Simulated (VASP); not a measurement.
# GaN (F-43m) in VASP: phonons with r2SCAN

Aim: the phonons of GaN with r2SCAN.

Program: VASP 6.6.1. These are calculated values, not measurements. Logs are shortened: lines on timing, memory, paths and dates and some standing lists are left out, and cuts for length are marked.

### 1 The cell of the first run

It takes space group F-43m (No. 216, cubic). The conventional cell has a = 4.498 Å, b = 4.498 Å, c = 4.498 Å, α = 90.00°, β = 90.00°, γ = 90.00°. Ga (site symmetry -43m) has 4 N at 1.95 Å within 2.6 Å. Within 2.6 Å of N (site symmetry -43m) lie 4 Ga at 1.95 Å.

### 2 Phonons, r2SCAN

Input file INCAR:

```
SYSTEM = GaN
PREC = Accurate ; ENCUT = 520
EDIFF = 1E-8 ; ISMEAR = 0
SIGMA = 0.01 ; LREAL = .FALSE.
LASPH = .TRUE. ; NELM = 60
ALGO = Normal ; ISIF = 2
LWAVE = .FALSE. ; LCHARG = .TRUE.
METAGGA = R2SCAN ; LMIXTAU = .TRUE.
NBANDS = 16 ; IBRION = 6
NFREE = 2 ; POTIM = 0.015
NSW = 1
```

Input file KPOINTS:

```
Automatic mesh
0
G
  10 10 10
  0 0 0
```

Input file POSCAR:

```
GaN
1.0
    0.0000000000      2.2490778392      2.2490778392
    2.2490778392      0.0000000000      2.2490778392
    2.2490778392      2.2490778392      0.0000000000
Ga N
1 1
Direct
    0.0000000000      0.0000000000      0.0000000000
    0.2500000000      0.2500000000      0.2500000000
```

Potentials or basis: VASP PAW PBE potentials, release 64 (Ga_d, N).

On the command line:

```
$ cat potpaw_PBE.64/Ga_d/POTCAR potpaw_PBE.64/N/POTCAR > POTCAR
$ mpirun -np 1 vasp_std > vasp.out
```

OUTCAR:

```text
SYSTEM = GaN
   PREC = Accurate
   ENCUT = 520
   EDIFF = 1E-8
   ISMEAR = 0
   LREAL = .FALSE.
   LASPH = .TRUE.
   NELM = 60
   ISIF = 2
   METAGGA = R2SCAN
   IBRION = 6
   NFREE = 2
   POTIM = 0.015
   NSW = 1

 ion  position               nearest neighbor table
   1  0.000  0.000  0.000-   2 1.95   2 1.95   2 1.95   2 1.95
   2  0.250  0.250  0.250-   1 1.95   1 1.95   1 1.95   1 1.95

  LATTYP: Found a face centered cubic cell.
 ALAT       =     4.4981556784

  Lattice vectors:

 A1 = (   0.0000000000,   2.2490778392,   2.2490778392)
 A2 = (   2.2490778392,   0.0000000000,   2.2490778392)
 A3 = (   2.2490778392,   2.2490778392,   0.0000000000)

Analysis of symmetry for initial positions (statically):
=====================================================================
 Subroutine PRICEL returns:
 Original cell was already a primitive cell.

 Routine SETGRP: Setting up the symmetry group for a
 face centered cubic supercell.

 Subroutine GETGRP returns: Found 24 space group operations
 (whereof 24 operations were pure point group operations)
 out of a pool of 48 trial point group operations.

The static configuration has the point symmetry T_d .

Analysis of symmetry for dynamics (positions and initial velocities):
=====================================================================
 Subroutine PRICEL returns:
 Original cell was already a primitive cell.

 Routine SETGRP: Setting up the symmetry group for a
 face centered cubic supercell.

 Subroutine GETGRP returns: Found 24 space group operations
 (whereof 24 operations were pure point group operations)
 out of a pool of 48 trial point group operations.

The dynamic configuration has the point symmetry T_d .

 Subroutine INISYM returns: Found 24 space group operations
 (whereof 24 operations are pure point group operations),
 and found     1 'primitive' translations

----------------------------------------------------------------------------------------

                                     Primitive cell

  volume of cell :      22.7533

  direct lattice vectors                    reciprocal lattice vectors
     0.000000000  2.249077839  2.249077839    -0.222313337  0.222313337  0.222313337
     2.249077839  0.000000000  2.249077839     0.222313337 -0.222313337  0.222313337
     2.249077839  2.249077839  0.000000000     0.222313337  0.222313337 -0.222313337

  length of vectors
     3.180676383  3.180676383  3.180676383     0.385057995  0.385057995  0.385057995

  position of ions in fractional coordinates (direct lattice)
     0.000000000  0.000000000  0.000000000
     0.250000000  0.250000000  0.250000000

  ion indices of the primitive-cell ions
   primitive index   ion index
                 1           1
                 2           2

----------------------------------------------------------------------------------------

 KPOINTS: Automatic mesh

Automatic generation of k-mesh.
 Grid dimensions read from file:
 generate k-points for:   10   10   10

 Generating k-lattice:

  Cartesian coordinates                     Fractional coordinates (reciprocal lattice)
    -0.022231334  0.022231334  0.022231334     0.100000000  0.000000000  0.000000000
     0.022231334 -0.022231334  0.022231334     0.000000000  0.100000000  0.000000000
     0.022231334  0.022231334 -0.022231334     0.000000000  0.000000000  0.100000000

  Length of vectors
     0.038505800  0.038505800  0.038505800

  Shift w.r.t. Gamma in fractional coordinates (k-lattice)
     0.000000000  0.000000000  0.000000000

 Subroutine IBZKPT returns following result:
 ===========================================

 Found     47 irreducible k-points:

 Following reciprocal coordinates:
            Coordinates               Weight
  0.000000  0.000000  0.000000      1.000000
  0.100000  0.000000  0.000000      8.000000
  0.200000  0.000000  0.000000      8.000000
  0.300000  0.000000  0.000000      8.000000
  0.400000  0.000000  0.000000      8.000000
  0.500000  0.000000  0.000000      4.000000
[... 16 lines left out ...]
  0.300000  0.300000  0.000000      6.000000
  0.400000  0.300000  0.000000     24.000000
 [... further k-points ...]
   k-points           NKPTS =     47   k-points in BZ     NKDIM =     47   number of bands    NBANDS=     16
   number of dos      NEDOS =    301   number of ions     NIONS =      2
   total plane-waves  NPLWV =  13824
   dimension x,y,z NGX =    24 NGY =   24 NGZ =   24
   dimension x,y,z NGXF=    48 NGYF=   48 NGZF=   48
   ions per type =               1   1
   NGX,Y,Z   is equivalent  to a cutoff of  12.54, 12.54, 12.54 a.u.
   NGXF,Y,Z  is equivalent  to a cutoff of  25.09, 25.09, 25.09 a.u.
 SYSTEM =  GaN
   PREC   = accura    normal or accurate (medium, high low for compatibility)
   ISTART =      0    job   : 0-new  1-cont  2-samecut
   ICHARG =      2    charge: 1-file 2-atom 10-const
   ISPIN  =      1    spin polarized calculation?
   LNONCOLLINEAR =      F non collinear calculations
   LSORBIT =      F    spin-orbit coupling
   LASPH  =      T    aspherical Exc in radial PAW
   ENCUT  =  520.0 eV  38.22 Ry    6.18 a.u.   5.91  5.91  5.91*2*pi/ulx,y,z
   NELM   =     60;   NELMIN=  2; NELMDL= -5     # of ELM steps
   EDIFF  = 0.1E-07   stopping-criterion for ELM
   LREAL  =      F    real-space projection
   EDIFFG = 0.1E-06   stopping-criterion for IOM
   NSW    =     61    number of steps for IOM
   IBRION =      6    ionic relax: 0-MD 1-quasi-New 2-CG
   NFREE  =      2    steps in history (QN), initial steepest desc. (CG)
   ISIF   =      2    stress and relaxation
   ISYM   =      2    0-nonsym 1-usesym 2-fastsym
   POTIM  = 0.0150    time-step for ionic-motion
   TEBEG  =    0.0;   TEEND  =   0.0 temperature during run
   PSTRESS=    0.0 pullay stress
   NELECT =      18.0000    total number of electrons
   NUPDOWN=      -1.0000    fix difference up-down
   EMIN   =  10.00;   EMAX   =-10.00  energy-range for DOS
   EFERMI =   0.00;   METHOD = LEGACY
   ISMEAR =     0;   SIGMA  =   0.01  broadening in eV -4-tet -1-fermi 0-gaus
   EFERMI_NEDOS =   21; number of points for ismear=-14 and -15
   IALGO  =     38    algorithm
   IMIX   =      4    mixing-type and parameters
     AMIX     =   0.40;   BMIX     =  1.00
     AMIX_MAG =   1.60;   BMIX_MAG =  1.00
  volume/ion in A,a.u.               =      11.38        76.77
  Fermi-wavevector in a.u.,A,eV,Ry     =   1.514088  2.861212 31.190855  2.292463
  Thomas-Fermi vector in A             =   2.623792
   LORBIT       =      0    0 simple, 1 ext, 2 COOP (PROOUT), +10 PAW based schemes
   METAGGA = R2SCAN    functional components
   LHFCALC =     F    Hartree Fock is set to
   AEXX    =    0.0000 exact exchange contribution
   IVDW    =     0    specifies the selected vdW correction
   LEPSILON=     F    determine dielectric tensor
   LRPA    =     F    only Hartree local field effects (RPA)
 finite differences with symmetry
 non-spin polarized calculation
 Gauss-broadening in eV      SIGMA  =   0.01
  energy-cutoff  :      520.00
  volume of cell :       22.75
 maximum number of plane-waves:       622
   NGX = 11   NGY = 11   NGZ = 11

--------------------------------------- Ionic step        1  -------------------------------------------

 number of electron      18.0000008 magnetization

 Free energy of the ion-electron system (eV)
  ---------------------------------------------------
  ext. energy  EPLUGINS =         0.00000000
  ---------------------------------------------------
  free energy    TOTEN  =       -21.89637789 eV

  energy without entropy =      -21.89637789  energy(sigma->0) =      -21.89637789

------------------------ aborting loop because EDIFF is reached ----------------------------------------

  FORCE on cell =-STRESS in cart. coord.  units (eV):
  Direction    XX          YY          ZZ          XY          YZ          ZX
  --------------------------------------------------------------------------------------
  -------------------------------------------------------------------------------------
  Total        0.1515468      0.1515468      0.1515468      0.0000000     -0.0000000      0.0000000
  in kB       10.6712143     10.6712143     10.6712143      0.0000000     -0.0000000      0.0000000
  external PRESSURE =      10.6712143 kB  Pullay stress =       0.0000000 kB
[... 129 lines left out ...]
  energy  without entropy=      -21.8949230907  energy(sigma->0) =      -21.89492309

--------------------------------------- Ionic step        5  -------------------------------------------

 number of electron      18.0000008 magnetization

 Free energy of the ion-electron system (eV)
  ---------------------------------------------------
  ext. energy  EPLUGINS =         0.00000000
  ---------------------------------------------------
  free energy    TOTEN  =       -21.89493161 eV

  energy without entropy =      -21.89493161  energy(sigma->0) =      -21.89493161

 E-fermi :   5.2488     XC(G=0): -12.6695

 val. band max:        5.1091098071   @ k =   0.0000   0.0000   0.0000
 cond. band min:       7.2393464507   @ k =   0.0000   0.0000   0.0000
 fundamental gap:      2.1302366436
 Fermi energy:         5.2488011507

 k-point     1 :       0.0000    0.0000    0.0000
  band No.  band energies     occupation
      1     -11.7016      2.00000
      2      -8.7599      2.00000
      3      -8.7543      2.00000
      4      -8.7498      2.00000
      5      -8.3979      2.00000
      6      -8.3978      2.00000
[... 8 lines left out ...]
     15      24.8172      0.00000
     16      24.8543      0.00000
[... 420 lines left out ...]
  band No.  band energies     occupation
      1     -10.6372      2.00000
      2      -8.6001      2.00000
      3      -8.5154      2.00000
      4      -8.5095      2.00000
      5      -8.3346      2.00000
      6      -7.5795      2.00000
[... 8 lines left out ...]
     15      28.4267      0.00000
     16      28.5501      0.00000

 [... further k-points ...]
[... 5 lines left out ...]
  --------------------------------------------------------------------------------------
  -------------------------------------------------------------------------------------
  Total        0.1518362      0.1562293      0.1562293      0.0000000      0.1343878      0.0000000
  in kB       10.6915912     11.0009376     11.0009376      0.0000000      9.4629586      0.0000000
  external PRESSURE =      10.8978221 kB  Pullay stress =       0.0000000 kB
[... 17 lines left out ...]
  FREE ENERGIE OF THE ION-ELECTRON SYSTEM (eV)
  ---------------------------------------------------
  free  energy   TOTEN  =       -21.8949316126 eV

  energy  without entropy=      -21.8949316126  energy(sigma->0) =      -21.89493161

 INTERNAL STRAIN TENSORS FROM DISPLACED ATOMS
 ============================================

 INTERNAL STRAIN TENSOR FOR ION    1 for displacements in x,y,z  (eV/Angst):
          X           Y           Z          XY          YZ          ZX
  --------------------------------------------------------------------------------
  x     0.00000     0.00000     0.00000     0.00000     8.55978     0.00000
  y     0.00000     0.00000     0.00000     0.00000     0.00000     8.55978
  z     0.00000     0.00000     0.00000     8.55978     0.00000     0.00000

 INTERNAL STRAIN TENSOR FOR ION    2 for displacements in x,y,z  (eV/Angst):
          X           Y           Z          XY          YZ          ZX
  --------------------------------------------------------------------------------
  x     0.00000    -0.00000    -0.00000     0.00000    -8.98471     0.00000
  y    -0.00000     0.00000    -0.00000     0.00000     0.00000    -8.98471
  z    -0.00000    -0.00000     0.00000    -8.98471     0.00000     0.00000

 Eigenvectors and eigenvalues of the dynamical matrix
 ----------------------------------------------------

   1 f  =   16.550173 THz   103.987806 2PiTHz  552.054359 cm-1    68.445986 meV
             X         Y         Z           dx          dy          dz
      0.000000  0.000000  0.000000     0.401300   -0.000000   -0.000000
      1.124539  1.124539  1.124539    -0.915947   -0.000000   -0.000000

   2 f  =   16.550173 THz   103.987806 2PiTHz  552.054359 cm-1    68.445986 meV
             X         Y         Z           dx          dy          dz
      0.000000  0.000000  0.000000     0.000000   -0.401300   -0.000000
      1.124539  1.124539  1.124539     0.000000    0.915947   -0.000000
[... 11 lines left out ...]
   5 f/i=    0.138213 THz     0.868420 2PiTHz    4.610299 cm-1     0.571604 meV
             X         Y         Z           dx          dy          dz
      0.000000  0.000000  0.000000     0.896941    0.174163   -0.064207
      1.124539  1.124539  1.124539     0.392973    0.076305   -0.028131

   6 f/i=    0.138213 THz     0.868420 2PiTHz    4.610299 cm-1     0.571604 meV
             X         Y         Z           dx          dy          dz
      0.000000  0.000000  0.000000    -0.168374    0.896747    0.080336
      1.124539  1.124539  1.124539    -0.073769    0.392888    0.035197

 ELASTIC MODULI CONTR FROM IONIC RELAXATION (kBar)
 Direction    XX          YY          ZZ          XY          YZ          ZX
 --------------------------------------------------------------------------------
 XX          -0.0000     -0.0000     -0.0000     -0.0000     -0.0000     -0.0000
 YY          -0.0000     -0.0000     -0.0000     -0.0000     -0.0000     -0.0000
 ZZ          -0.0000     -0.0000     -0.0000     -0.0000     -0.0000     -0.0000
 XY          -0.0000     -0.0000     -0.0000   -421.0899     -0.0000      0.0000
 YZ          -0.0000     -0.0000     -0.0000     -0.0000   -421.0899      0.0000
 ZX          -0.0000     -0.0000     -0.0000      0.0000      0.0000   -421.0899
 --------------------------------------------------------------------------------
```

Run time: 16 min. Hardware: 1 thread of Intel Xeon 8259CL, shared host; peak memory 0.24 GiB.

What came out:

- Highest phonon frequency at Γ, LO-TO splitting left out: 552 cm⁻¹

Phonon frequencies in cm⁻¹ (negative: imaginary):
```tsv
q point	frequencies
(0.000, 0.000, 0.000)	-5 -5 -5 552 552 552
```

Caveat: the cell stands under pressure or tension, which shifts response properties; the PAW data sets were made with another functional, which shifts forces and pressure a little.
